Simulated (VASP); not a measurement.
# NaCl (Pm-3m) in VASP: a series of runs

NaCl is run at these levels: PBE; tasks: single point.

All numbers are computed with VASP 6.6.1; they aren't measurements. Logs are shortened: lines on timing, memory, paths and dates and some standing lists are left out, and cuts for length are marked.

## 1. The cell of the first run

The structure is cubic, space group Pm-3m (No. 221). Conventional cell: a = 3.143 Å, b = 3.143 Å, c = 3.143 Å, α = 90.00°, β = 90.00°, γ = 90.00°. Na (site symmetry m-3m) has 8 Cl at 2.72 Å and 6 Na at 3.14 Å within 3.6 Å. Cl (site symmetry m-3m) has 8 Na at 2.72 Å and 6 Cl at 3.14 Å within 3.6 Å.

## 2. Single point, PBE (volume scaled by 0.720)

Input file INCAR:

```
SYSTEM = NaCl
ALGO = Normal ; EDIFF = 1E-7
ENCUT = 520 ; GGA = PE
ISIF = 2 ; ISMEAR = 0
LASPH = .TRUE. ; LCHARG = .FALSE.
LREAL = .FALSE. ; LWAVE = .FALSE.
NBANDS = 14 ; NELM = 60
PREC = Accurate ; SIGMA = 0.05
```

Input file KPOINTS:

```
k-points
0
G
  8 8 8
  0 0 0
```

Input file POSCAR:

```
NaCl
1.0
    3.1431258715      0.0000000000      0.0000000000
    0.0000000000      3.1431258715      0.0000000000
    0.0000000000      0.0000000000      3.1431258715
Na Cl
1 1
Direct
    0.0000000000      0.0000000000      0.0000000000
    0.5000000000      0.5000000000      0.5000000000
```

Potentials or basis: VASP PAW PBE potentials, release 64 (Na_pv, Cl).

Run with:

```bash
$ cat potpaw_PBE.64/Na_pv/POTCAR potpaw_PBE.64/Cl/POTCAR > POTCAR
$ mpirun -np 1 vasp_std > vasp.out
```

OUTCAR:

```text
SYSTEM = NaCl
   EDIFF = 1E-7
   ENCUT = 520
   GGA = PE
   ISIF = 2
   ISMEAR = 0
   LASPH = .TRUE.
   LREAL = .FALSE.
   NELM = 60
   PREC = Accurate

 ion  position               nearest neighbor table
   1  0.000  0.000  0.000-   2 2.72   2 2.72   2 2.72   2 2.72   2 2.72   2 2.72   2 2.72   2 2.72

   2  0.500  0.500  0.500-   1 2.72   1 2.72   1 2.72   1 2.72   1 2.72   1 2.72   1 2.72   1 2.72

  LATTYP: Found a simple cubic cell.
 ALAT       =     3.1431258715

  Lattice vectors:

 A1 = (   3.1431258715,   0.0000000000,   0.0000000000)
 A2 = (   0.0000000000,   3.1431258715,   0.0000000000)
 A3 = (   0.0000000000,   0.0000000000,   3.1431258715)

Analysis of symmetry for initial positions (statically):
=====================================================================
 Subroutine PRICEL returns:
 Original cell was already a primitive cell.

 Routine SETGRP: Setting up the symmetry group for a
 simple cubic supercell.

 Subroutine GETGRP returns: Found 48 space group operations
 (whereof 48 operations were pure point group operations)
 out of a pool of 48 trial point group operations.

The static configuration has the point symmetry O_h .

Analysis of symmetry for dynamics (positions and initial velocities):
=====================================================================
 Subroutine PRICEL returns:
 Original cell was already a primitive cell.

 Routine SETGRP: Setting up the symmetry group for a
 simple cubic supercell.

 Subroutine GETGRP returns: Found 48 space group operations
 (whereof 48 operations were pure point group operations)
 out of a pool of 48 trial point group operations.

The dynamic configuration has the point symmetry O_h .

 Subroutine INISYM returns: Found 48 space group operations
 (whereof 48 operations are pure point group operations),
 and found     1 'primitive' translations

----------------------------------------------------------------------------------------

                                     Primitive cell

  volume of cell :      31.0517

  direct lattice vectors                    reciprocal lattice vectors
     3.143125872  0.000000000  0.000000000     0.318154615  0.000000000  0.000000000
     0.000000000  3.143125872  0.000000000     0.000000000  0.318154615  0.000000000
     0.000000000  0.000000000  3.143125872     0.000000000  0.000000000  0.318154615

  length of vectors
     3.143125872  3.143125872  3.143125872     0.318154615  0.318154615  0.318154615

  position of ions in fractional coordinates (direct lattice)
     0.000000000  0.000000000  0.000000000
     0.500000000  0.500000000  0.500000000

  ion indices of the primitive-cell ions
   primitive index   ion index
                 1           1
                 2           2

----------------------------------------------------------------------------------------

 KPOINTS: k-points

Automatic generation of k-mesh.
 Grid dimensions read from file:
 generate k-points for:    8    8    8

 Generating k-lattice:

  Cartesian coordinates                     Fractional coordinates (reciprocal lattice)
     0.039769327  0.000000000  0.000000000     0.125000000  0.000000000  0.000000000
     0.000000000  0.039769327  0.000000000     0.000000000  0.125000000  0.000000000
     0.000000000  0.000000000  0.039769327     0.000000000  0.000000000  0.125000000

  Length of vectors
     0.039769327  0.039769327  0.039769327

  Shift w.r.t. Gamma in fractional coordinates (k-lattice)
     0.000000000  0.000000000  0.000000000

 Subroutine IBZKPT returns following result:
 ===========================================

 Found     35 irreducible k-points:

 Following reciprocal coordinates:
            Coordinates               Weight
  0.000000  0.000000  0.000000      1.000000
  0.125000  0.000000  0.000000      6.000000
  0.250000  0.000000  0.000000      6.000000
  0.375000  0.000000  0.000000      6.000000
  0.500000  0.000000  0.000000      3.000000
  0.125000  0.125000  0.000000     12.000000
[... 16 lines left out ...]
  0.375000  0.375000  0.125000     24.000000
  0.500000  0.375000  0.125000     24.000000
 [... further k-points ...]
   k-points           NKPTS =     35   k-points in BZ     NKDIM =     35   number of bands    NBANDS=     14
   number of dos      NEDOS =    301   number of ions     NIONS =      2
   total plane-waves  NPLWV =  13824
   dimension x,y,z NGX =    24 NGY =   24 NGZ =   24
   dimension x,y,z NGXF=    48 NGYF=   48 NGZF=   48
   ions per type =               1   1
   NGX,Y,Z   is equivalent  to a cutoff of  12.69, 12.69, 12.69 a.u.
   NGXF,Y,Z  is equivalent  to a cutoff of  25.39, 25.39, 25.39 a.u.
 SYSTEM =  NaCl
   PREC   = accura    normal or accurate (medium, high low for compatibility)
   ISTART =      0    job   : 0-new  1-cont  2-samecut
   ICHARG =      2    charge: 1-file 2-atom 10-const
   ISPIN  =      1    spin polarized calculation?
   LNONCOLLINEAR =      F non collinear calculations
[... 29 lines left out ...]
   GGA     = PE    functional components
   LHFCALC =     F    Hartree Fock is set to
   AEXX    =    0.0000 exact exchange contribution
   IVDW    =     0    specifies the selected vdW correction
   LEPSILON=     F    determine dielectric tensor
   LRPA    =     F    only Hartree local field effects (RPA)
 non-spin polarized calculation
 Gauss-broadening in eV      SIGMA  =   0.05
  energy-cutoff  :      520.00
  volume of cell :       31.05
 maximum number of plane-waves:       860
 NGX is ok and might be reduce to    24
   NGX = 11   NGY = 11   NGZ = 11

 number of electron      14.0000009 magnetization

 Free energy of the ion-electron system (eV)
  ---------------------------------------------------
  ext. energy  EPLUGINS =         0.00000000
  ---------------------------------------------------
  free energy    TOTEN  =        -5.96474375 eV

  energy without entropy =       -5.96474375  energy(sigma->0) =       -5.96474375

 E-fermi :   3.5791     XC(G=0):  -9.9239

 val. band max:        3.2329293966   @ k =   0.5000   0.5000   0.0000
 cond. band min:       8.4759828117   @ k =   0.5000   0.5000   0.0000
 fundamental gap:      5.2430534151
 Fermi energy:         3.5791120031

 k-point     1 :       0.0000    0.0000    0.0000
  band No.  band energies     occupation
      1     -18.8163      2.00000
      2     -18.8163      2.00000
      3     -18.8163      2.00000
      4     -11.6412      2.00000
      5       2.4079      2.00000
      6       2.4079      2.00000
      7       2.4079      2.00000
      8       8.6422      0.00000
      9      11.1563      0.00000
     10      11.1563      0.00000
     11      20.2408      0.00000
     12      20.2408      0.00000
     13      20.2408      0.00000
     14      22.2822      0.00000

 k-point     2 :       0.1250    0.0000    0.0000
  band No.  band energies     occupation
      1     -18.8384      2.00000
      2     -18.8143      2.00000
      3     -18.8143      2.00000
      4     -11.5326      2.00000
      5       1.6208      2.00000
      6       2.4572      2.00000
      7       2.4572      2.00000
      8       9.1568      0.00000
      9      11.3624      0.00000
     10      11.9034      0.00000
     11      18.9655      0.00000
     12      18.9655      0.00000
     13      20.3830      0.00000
     14      21.5307      0.00000

 k-point     3 :       0.2500    0.0000    0.0000
  band No.  band energies     occupation
      1     -18.8909      2.00000
      2     -18.8097      2.00000
      3     -18.8097      2.00000
      4     -11.2533      2.00000
      5       0.1586      2.00000
      6       2.5803      2.00000
      7       2.5803      2.00000
      8      10.0127      0.00000
      9      11.9582      0.00000
     10      13.5780      0.00000
     11      17.2914      0.00000
     12      17.2914      0.00000
     13      20.2012      0.00000
     14      20.7662      0.00000
[... 324 lines left out ...]
 k-point    23 :       0.3750    0.3750    0.1250
  band No.  band energies     occupation
      1     -18.9071      2.00000
      2     -18.8988      2.00000
      3     -18.8111      2.00000
      4     -10.3868      2.00000
      5      -0.2024      2.00000
      6      -0.0480      2.00000
      7       2.5015      2.00000
      8       9.7316      0.00000
      9      13.3480      0.00000
     10      14.2014      0.00000
     11      15.0795      0.00000
     12      18.3114      0.00000
     13      18.4384      0.00000
     14      22.8231      0.00000

 k-point    24 :       0.5000    0.3750    0.1250
  band No.  band energies     occupation
      1     -18.9197      2.00000
      2     -18.8972      2.00000
      3     -18.8092      2.00000
      4     -10.2924      2.00000
      5      -0.5157      2.00000
      6       0.0336      2.00000
      7       2.5822      2.00000
      8       9.2207      0.00000
      9      13.7775      0.00000
     10      13.8173      0.00000
     11      15.0177      0.00000
     12      18.4952      0.00000
     13      18.8165      0.00000
     14      22.8103      0.00000

 [... further k-points ...]

------------------------ aborting loop because EDIFF is reached ----------------------------------------

  FORCE on cell =-STRESS in cart. coord.  units (eV):
  Direction    XX          YY          ZZ          XY          YZ          ZX
  --------------------------------------------------------------------------------------
  -------------------------------------------------------------------------------------
  Total        3.5146483      3.5146483      3.5146483      0.0000000      0.0000000     -0.0000000
  in kB      181.3456473    181.3456473    181.3456473      0.0000000      0.0000000     -0.0000000
  external PRESSURE =     181.3456473 kB  Pullay stress =       0.0000000 kB

 VOLUME and BASIS-vectors are now :
 -----------------------------------------------------------------------------
  energy-cutoff  :      520.00
  volume of cell :       31.05
      direct lattice vectors                 reciprocal lattice vectors
     3.143125872  0.000000000  0.000000000     0.318154615  0.000000000  0.000000000
     0.000000000  3.143125872  0.000000000     0.000000000  0.318154615  0.000000000
     0.000000000  0.000000000  3.143125872     0.000000000  0.000000000  0.318154615

 POSITION                                       TOTAL-FORCE (eV/Angst)
 -----------------------------------------------------------------------------------
      0.00000      0.00000      0.00000         0.000000      0.000000      0.000000
      1.57156      1.57156      1.57156         0.000000      0.000000      0.000000
 -----------------------------------------------------------------------------------
    total drift:                                0.000000     -0.000000     -0.000000

  FREE ENERGIE OF THE ION-ELECTRON SYSTEM (eV)
  ---------------------------------------------------
  free  energy   TOTEN  =        -5.9647437502 eV

  energy  without entropy=       -5.9647437502  energy(sigma->0) =       -5.96474375
```

Wall time 6.2 s (1 thread of Intel Xeon 6975P-C (Granite Rapids), shared host); peak memory 0.13 GiB.

Results:

| Quantity | Value |
| --- | --- |
| Free energy | -5.9647 eV |
| Pressure | 18.1 GPa |
| Band gap on the k mesh | 5.24 eV, direct |

Levels at points of the mesh, in eV from the valence-band top:
```tsv
k point	band 3	band 4	band 5	band 6	band 7	band 8	band 9	band 10	band 11	band 12
(0.00, 0.00, 0.00)	-22.05	-14.87	-0.82	-0.82	-0.82	5.41	7.92	7.92	17.01	17.01
(0.50, 0.00, 0.00)	-22.04	-14.04	-4.70	-0.47	-0.47	8.08	10.15	11.08	12.50	12.50
(0.50, 0.50, 0.00)	-22.03	-13.52	-3.65	-3.65	0.00	5.24	10.46	12.93	12.93	13.38
(0.50, 0.50, 0.50)	-22.13	-12.90	-3.10	-3.10	-3.10	6.92	6.92	6.92	14.41	19.42
```

 A k mesh can miss the band edges.

## 3. Single point, PBE (volume scaled by 0.760)

Input file INCAR:

```
SYSTEM = NaCl
PREC = Accurate
ENCUT = 520
EDIFF = 1E-6
ISMEAR = 0
SIGMA = 0.05
LREAL = .FALSE.
LASPH = .TRUE.
NELM = 60
ALGO = Normal
ISIF = 2
LWAVE = .FALSE.
LCHARG = .TRUE.
GGA = PE
LELF = .TRUE.
LVHAR = .TRUE.
NBANDS = 14
```

Input file KPOINTS:

```
Automatic mesh
0
G
  8 8 8
  0 0 0
```

Input file POSCAR:

```
NaCl
1.0
    3.2002861008      0.0000000000      0.0000000000
    0.0000000000      3.2002861008      0.0000000000
    0.0000000000      0.0000000000      3.2002861008
Na Cl
1 1
Direct
    0.0000000000      0.0000000000      0.0000000000
    0.5000000000      0.5000000000      0.5000000000
```

Potentials or basis: VASP PAW PBE potentials, release 64 (Na_pv, Cl).

Run with:

```bash
$ cat potpaw_PBE.64/Na_pv/POTCAR potpaw_PBE.64/Cl/POTCAR > POTCAR
$ mpirun -np 1 vasp_std > vasp.out
```

Run time: 7.8 s. Hardware: 1 thread of Intel Xeon 6975P-C (Granite Rapids), shared host; peak memory 0.14 GiB.

Results (log left out):

| Property | Result |
| --- | --- |
| Free energy | -6.1339 eV |
| Pressure | 13.4 GPa |
| Band gap on the k mesh | 5.11 eV, indirect (least direct gap 5.34 eV) |

Levels at points of the mesh, in eV from the valence-band top:
```tsv
k point	band 4	band 5	band 6	band 7	band 8	band 9	band 10	band 11
(0.00, 0.00, 0.00)	-14.56	-0.76	-0.76	-0.76	5.11	8.08	8.08	16.84
(0.50, 0.00, 0.00)	-13.84	-4.36	-0.42	-0.42	7.87	10.25	10.62	12.41
(0.50, 0.50, 0.00)	-13.36	-3.38	-3.38	0.00	5.34	10.38	12.90	12.90
(0.50, 0.50, 0.50)	-12.82	-2.85	-2.85	-2.85	6.99	6.99	6.99	13.93
```

## 4. Single point, PBE (volume scaled by 0.800)

Input file INCAR:

```
SYSTEM = NaCl
PREC = Accurate
ENCUT = 520
EDIFF = 1E-6
ISMEAR = 0
SIGMA = 0.05
LREAL = .False.
LASPH = .True.
NELM = 60
ALGO = Normal
ISIF = 2
LWAVE = .False.
LCHARG = .True.
GGA = PE
LELF = .True.
LVHAR = .True.
NBANDS = 14
```

Input file KPOINTS:

```
regular mesh
0
Gamma
  8 8 8
  0 0 0
```

Input file POSCAR:

```
NaCl
1.0
    3.2554742927      0.0000000000      0.0000000000
    0.0000000000      3.2554742927      0.0000000000
    0.0000000000      0.0000000000      3.2554742927
Na Cl
1 1
Direct
    0.0000000000      0.0000000000      0.0000000000
    0.5000000000      0.5000000000      0.5000000000
```

Run with:

```bash
$ cat potpaw_PBE.64/Na_pv/POTCAR potpaw_PBE.64/Cl/POTCAR > POTCAR
$ mpirun -np 1 vasp_std > vasp.out
```

Wall time 7.1 s (1 thread of Intel Xeon 6975P-C (Granite Rapids), shared host); peak memory 0.14 GiB.

It converged, with:

```
Free energy            : -6.2575 eV
Pressure               : 9.6 GPa
Band gap on the k mesh : 4.86 eV, indirect (least direct gap 5.41 eV)
```

Levels at points of the mesh, in eV from the valence-band top:
| k point | band 5 | band 6 | band 7 | band 8 | band 9 | band 10 |
| --- | --- | --- | --- | --- | --- | --- |
| (0.00, 0.00, 0.00) | -0.70 | -0.70 | -0.70 | 4.86 | 8.21 | 8.21 |
| (0.50, 0.00, 0.00) | -4.05 | -0.38 | -0.38 | 7.67 | 10.20 | 10.33 |
| (0.50, 0.50, 0.00) | -3.14 | -3.14 | 0.00 | 5.41 | 10.30 | 12.58 |
| (0.50, 0.50, 0.50) | -2.63 | -2.63 | -2.63 | 7.04 | 7.04 | 7.04 |

 A k mesh can miss the band edges.

## 5. Single point, PBE (volume scaled by 0.840)

Input file INCAR:

```
SYSTEM = NaCl
ALGO = Normal
EDIFF = 1E-7
ENCUT = 520
GGA = PE
ISIF = 2
ISMEAR = 0
LASPH = .True.
LCHARG = .False.
LREAL = .False.
LWAVE = .False.
NBANDS = 14
NELM = 100
PREC = Accurate
SIGMA = 0.05
```

Input file KPOINTS:

```
k-points
0
Gamma
  8 8 8
  0 0 0
```

Input file POSCAR:

```
NaCl
1.0
    3.3088522109      0.0000000000      0.0000000000
    0.0000000000      3.3088522109      0.0000000000
    0.0000000000      0.0000000000      3.3088522109
Na Cl
1 1
Direct
    0.0000000000      0.0000000000      0.0000000000
    0.5000000000      0.5000000000      0.5000000000
```

Run with:

```bash
$ cat potpaw_PBE.64/Na_pv/POTCAR potpaw_PBE.64/Cl/POTCAR > POTCAR
$ mpirun -np 1 vasp_std > vasp.out
```

Wall time 16 s (1 thread of Intel Xeon 6975P-C (Granite Rapids), shared host); peak memory 0.15 GiB.

Results (log left out):

| Property | Result |
| --- | --- |
| Free energy | -6.3453 eV |
| Pressure | 6.7 GPa |
| Band gap on the k mesh | 4.63 eV, indirect (least direct gap 5.28 eV) |

Levels at points of the mesh, in eV from the valence-band top:
| k point | band 4 | band 5 | band 6 | band 7 | band 8 | band 9 | band 10 | band 11 |
| --- | --- | --- | --- | --- | --- | --- | --- | --- |
| (0.00, 0.00, 0.00) | -14.06 | -0.65 | -0.65 | -0.65 | 4.63 | 8.32 | 8.32 | 16.50 |
| (0.50, 0.00, 0.00) | -13.50 | -3.78 | -0.35 | -0.35 | 7.50 | 9.81 | 10.39 | 12.23 |
| (0.50, 0.50, 0.00) | -13.11 | -2.92 | -2.92 | 0.00 | 5.46 | 10.22 | 12.22 | 12.22 |
| (0.50, 0.50, 0.50) | -12.69 | -2.43 | -2.43 | -2.43 | 7.08 | 7.08 | 7.08 | 13.06 |

## 6. Single point, PBE (volume scaled by 0.880)

Input file INCAR:

```
SYSTEM = NaCl
PREC = Accurate
ENCUT = 520
EDIFF = 1E-6
ISMEAR = 0
SIGMA = 0.05
LREAL = .FALSE.
LASPH = .TRUE.
NELM = 60
ALGO = Normal
ISIF = 2
LWAVE = .FALSE.
LCHARG = .FALSE.
GGA = PE
NBANDS = 14
```

Input file KPOINTS:

```
Automatic mesh
0
G
  8 8 8
  0 0 0
```

Input file POSCAR:

```
NaCl
1.0
    3.3605613788      0.0000000000      0.0000000000
    0.0000000000      3.3605613788      0.0000000000
    0.0000000000      0.0000000000      3.3605613788
Na Cl
1 1
Direct
    0.0000000000      0.0000000000      0.0000000000
    0.5000000000      0.5000000000      0.5000000000
```

Potentials or basis: VASP PAW PBE potentials, release 64 (Na_pv, Cl).

Run with:

```bash
$ cat potpaw_PBE.64/Na_pv/POTCAR potpaw_PBE.64/Cl/POTCAR > POTCAR
$ mpirun -np 1 vasp_std > vasp.out
```

Wall time 14 s (1 thread of Intel Xeon 6975P-C (Granite Rapids), shared host); peak memory 0.15 GiB.

Results (log left out):

```yaml
Free_energy: -6.4051 eV
Pressure: 4.4 GPa
Band_gap_on_the_k_mesh: 4.44 eV, indirect (least direct gap 5.04 eV)
```

Levels at points of the mesh, in eV from the valence-band top:
| k point | band 3 | band 4 | band 5 | band 6 | band 7 | band 8 | band 9 | band 10 | band 11 | band 12 |
| --- | --- | --- | --- | --- | --- | --- | --- | --- | --- | --- |
| (0.00, 0.00, 0.00) | -21.99 | -13.85 | -0.60 | -0.60 | -0.60 | 4.44 | 8.41 | 8.41 | 16.35 | 16.35 |
| (0.50, 0.00, 0.00) | -21.98 | -13.35 | -3.53 | -0.32 | -0.32 | 7.33 | 9.45 | 10.44 | 12.13 | 12.13 |
| (0.50, 0.50, 0.00) | -21.97 | -13.00 | -2.73 | -2.73 | 0.00 | 5.50 | 10.13 | 11.88 | 11.88 | 12.78 |
| (0.50, 0.50, 0.50) | -22.03 | -12.63 | -2.26 | -2.26 | -2.26 | 7.10 | 7.10 | 7.10 | 12.67 | 17.13 |

 A k mesh can miss the band edges.

## 7. The runs side by side

```tsv
cell	gap on the mesh (eV)	pressure (GPa)
a = 3.143 Å, 2 atoms	5.24	18.1
a = 3.200 Å, 2 atoms	5.11	13.4
a = 3.255 Å, 2 atoms	4.86	9.6
a = 3.309 Å, 2 atoms	4.63	6.7
a = 3.361 Å, 2 atoms	4.44	4.4
```

Alike in all rows: task single point; level PBE; potentials or basis VASP PAW PBE potentials, release 64 (Na_pv, Cl); no spin polarisation; k mesh 8 × 8 × 8; cutoff (eV) 520; smearing gaussian 0.05 eV.

Total energies depend on the potentials used, so only differences within one code and one set of settings carry meaning.
